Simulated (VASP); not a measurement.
# TiAl (P-6m2) in VASP: a series of runs, part 2 of 2

VASP 6.6.1. The steps go on from the part before.

### Step 6. Single point, PBE

This run uses another cell than the first one, of 15.08 Å³/atom.

INCAR reads:

```
SYSTEM = TiAl
PREC = Accurate ; ENCUT = 520
EDIFF = 1E-6 ; ISMEAR = 0
SIGMA = 0.15 ; LREAL = .FALSE.
LASPH = .TRUE. ; NELM = 60
ALGO = Normal ; ISIF = 2
LWAVE = .FALSE. ; LCHARG = .FALSE.
GGA = PE ; NBANDS = 14
```

KPOINTS reads:

```
Automatic mesh
0
G
  18 18 10
  0 0 0
```

POSCAR reads:

```
TiAl
1.0
    2.7369000000      0.0000000000      0.0000000000
   -1.3684500000      2.3702249276      0.0000000000
    0.0000000000      0.0000000000      4.6484095146
Ti Al
1 1
Direct
    0.0000000000      0.0000000000      0.0000000000
    0.3333333333      0.6666666667      0.5000000000
```

Potentials or basis: VASP PAW PBE potentials, release 64 (Ti_sv, Al).

On the command line:

```sh
cat potpaw_PBE.64/Ti_sv/POTCAR potpaw_PBE.64/Al/POTCAR > POTCAR
mpirun -np 1 vasp_std > vasp.out
```

OUTCAR:

```text
SYSTEM = TiAl
   PREC = Accurate
   ENCUT = 520
   EDIFF = 1E-6
   ISMEAR = 0
   LREAL = .FALSE.
   LASPH = .TRUE.
   NELM = 60
   ISIF = 2
   GGA = PE

 ion  position               nearest neighbor table
   1  0.000  0.000  0.000-   2 2.81   2 2.81   2 2.81   2 2.81   2 2.81   2 2.81
   2  0.333  0.667  0.500-   1 2.81   1 2.81   1 2.81   1 2.81   1 2.81   1 2.81

  LATTYP: Found a hexagonal cell.
 ALAT       =     2.7369000000
 C/A-ratio  =     1.6984213945

  Lattice vectors:

 A1 = (   2.7369000000,   0.0000000000,   0.0000000000)
 A2 = (  -1.3684500000,   2.3702249276,   0.0000000000)
 A3 = (   0.0000000000,   0.0000000000,   4.6484095146)

Analysis of symmetry for initial positions (statically):
=====================================================================
 Subroutine PRICEL returns:
 Original cell was already a primitive cell.

 Routine SETGRP: Setting up the symmetry group for a
 hexagonal supercell.

 Subroutine GETGRP returns: Found 12 space group operations
 (whereof 12 operations were pure point group operations)
 out of a pool of 24 trial point group operations.

The static configuration has the point symmetry D_3h.

Analysis of symmetry for dynamics (positions and initial velocities):
=====================================================================
 Subroutine PRICEL returns:
 Original cell was already a primitive cell.

 Routine SETGRP: Setting up the symmetry group for a
 hexagonal supercell.

 Subroutine GETGRP returns: Found 12 space group operations
 (whereof 12 operations were pure point group operations)
 out of a pool of 24 trial point group operations.

The dynamic configuration has the point symmetry D_3h.

 Subroutine INISYM returns: Found 12 space group operations
 (whereof 12 operations are pure point group operations),
 and found     1 'primitive' translations

----------------------------------------------------------------------------------------

                                     Primitive cell

[... 119 lines left out ...]
   LEPSILON=     F    determine dielectric tensor
   LRPA    =     F    only Hartree local field effects (RPA)
 non-spin polarized calculation
 Gauss-broadening in eV      SIGMA  =   0.15
  energy-cutoff  :      520.00
  volume of cell :       30.15
 maximum number of plane-waves:       833
   NGX = 11   NGY = 11   NGZ = 17

 number of electron      14.9999999 magnetization

 Free energy of the ion-electron system (eV)
  ---------------------------------------------------
  ext. energy  EPLUGINS =         0.00000000
  ---------------------------------------------------
  free energy    TOTEN  =       -11.95852368 eV

  energy without entropy =      -11.93598196  energy(sigma->0) =      -11.94725282

 E-fermi :   8.9849     XC(G=0): -11.3551

 val. band max:        8.9840483803   @ k =   0.1667   0.1667   0.5000
 cond. band min:       8.9879811631   @ k =   0.3333   0.3333   0.4000
 fundamental gap:      0.0039327828
 Fermi energy:         8.9849109301

 k-point     1 :       0.0000    0.0000    0.0000
  band No.  band energies     occupation
      1     -47.3529      2.00000
      2     -23.6926      2.00000
      3     -23.0950      2.00000
      4     -23.0950      2.00000
      5      -0.5691      2.00000
      6       6.3933      2.00000
      7       6.7298      2.00000
      8      10.3825      0.00000
      9      10.3825      0.00000
     10      12.1973      0.00000
     11      12.1973      0.00000
     12      12.8295      0.00000
     13      22.9426      0.00000
     14      22.9426      0.00000
[... 377 lines left out ...]
      1     -47.1896      2.00000
      2     -23.9217      2.00000
      3     -23.5408      2.00000
      4     -23.3550      2.00000
      5       4.5526      2.00000
      6       7.0492      2.00000
      7       7.2849      2.00000
      8       8.0411      2.00000
      9      10.7490      0.00000
     10      12.3798      0.00000
     11      13.4502      0.00000
     12      13.7661      0.00000
     13      15.0150      0.00000
     14      16.3100      0.00000

 [... further k-points ...]

------------------------ aborting loop because EDIFF is reached ----------------------------------------

  FORCE on cell =-STRESS in cart. coord.  units (eV):
  Direction    XX          YY          ZZ          XY          YZ          ZX
  --------------------------------------------------------------------------------------
  -------------------------------------------------------------------------------------
  Total        2.8379902      2.8379902      1.3735542      0.0000000     -0.0000000      0.0000000
  in kB      150.7886346    150.7886346     72.9799419      0.0000000     -0.0000000      0.0000000
  external PRESSURE =     124.8524037 kB  Pullay stress =       0.0000000 kB

 VOLUME and BASIS-vectors are now :
 -----------------------------------------------------------------------------
  energy-cutoff  :      520.00
  volume of cell :       30.15
      direct lattice vectors                 reciprocal lattice vectors
     2.736900000  0.000000000  0.000000000     0.365376886  0.210950444  0.000000000
    -1.368450000  2.370224928  0.000000000     0.000000000  0.421900887  0.000000000
     0.000000000  0.000000000  4.648409515     0.000000000  0.000000000  0.215127346

 POSITION                                       TOTAL-FORCE (eV/Angst)
 -----------------------------------------------------------------------------------
      0.00000      0.00000      0.00000         0.000000      0.000000      0.000000
     -0.00000      1.58015      2.32420         0.000000      0.000000      0.000000
 -----------------------------------------------------------------------------------
    total drift:                                0.000000     -0.000000      0.000000

  FREE ENERGIE OF THE ION-ELECTRON SYSTEM (eV)
  ---------------------------------------------------
  free  energy   TOTEN  =       -11.9585236833 eV

  energy  without entropy=      -11.9359819581  energy(sigma->0) =      -11.94725282
```

stdout:

```text
POSCAR found type information on POSCAR TiAl
 POSCAR found :  2 types and       2 ions
 scaLAPACK will be used
 LDA part: xc-table for (Slater+PW92), standard interpolation
 POSCAR, INCAR and KPOINTS ok, starting setup
 FFT: planning ... GRIDC
 FFT: planning ... GRID_SOFT
 FFT: planning ... GRID
 WAVECAR not read
 entering main loop
```

It took 1.7 min on 1 thread of Intel Xeon 8259CL, shared host; peak memory 0.22 GiB.

What came out:

```yaml
Free_energy: -11.9585 eV
Pressure: 12.5 GPa
Band_gap_on_the_k_mesh: zero (an odd number of electrons rules out a gap without spin polarisation)
```

Levels at points of the mesh, in eV from the Fermi level:
```csv
k point,band 3,band 4,band 5,band 6,band 7,band 8,band 9,band 10,band 11,band 12
"(0.00, 0.00, 0.00)",-32.08,-32.08,-9.55,-2.59,-2.26,1.40,1.40,3.21,3.21,3.84
"(0.50, 0.00, 0.00)",-32.53,-32.28,-3.94,-2.78,-1.84,-1.27,2.42,4.18,4.41,4.59
"(0.00, 0.00, 0.50)",-32.08,-32.08,-8.67,-5.61,-0.78,1.41,1.41,3.15,3.15,6.46
"(0.50, 0.00, 0.50)",-32.53,-32.28,-3.91,-2.58,-2.08,0.77,0.94,2.25,2.94,4.59
```

Caveat: the stress differs along the axes, from 7 to 15 GPa.

### Step 7. Overview

| cell | gap on the mesh (eV) | pressure (GPa) |
| --- | --- | --- |
| a = 2.809, b = 2.809, c = 4.370 Å, angles 90.0, 90.0, 120.0°, 2 atoms | none | 15.6 |
| a = 2.773, b = 2.773, c = 4.509 Å, angles 90.0, 90.0, 120.0°, 2 atoms | none | 13.7 |
| a = 2.845, b = 2.845, c = 4.277 Å, angles 90.0, 90.0, 120.0°, 2 atoms | none | 15.9 |
| a = 2.737, b = 2.737, c = 4.648 Å, angles 90.0, 90.0, 120.0°, 2 atoms | none | 12.5 |

Alike in all rows: task single point; level PBE; potentials or basis VASP PAW PBE potentials, release 64 (Ti_sv, Al); no spin polarisation; k mesh 18 × 18 × 10; cutoff (eV) 520; smearing gaussian 0.15 eV.

Caveats: the stress differs along the axes, from 13 to 22 GPa (at least some runs); the cell stands under pressure (at least some runs); the stress differs along the axes, from 11 to 25 GPa (at least some runs); the stress differs along the axes, from 7 to 15 GPa (at least some runs).

Absolute energies hang on the potentials; compare differences alone.
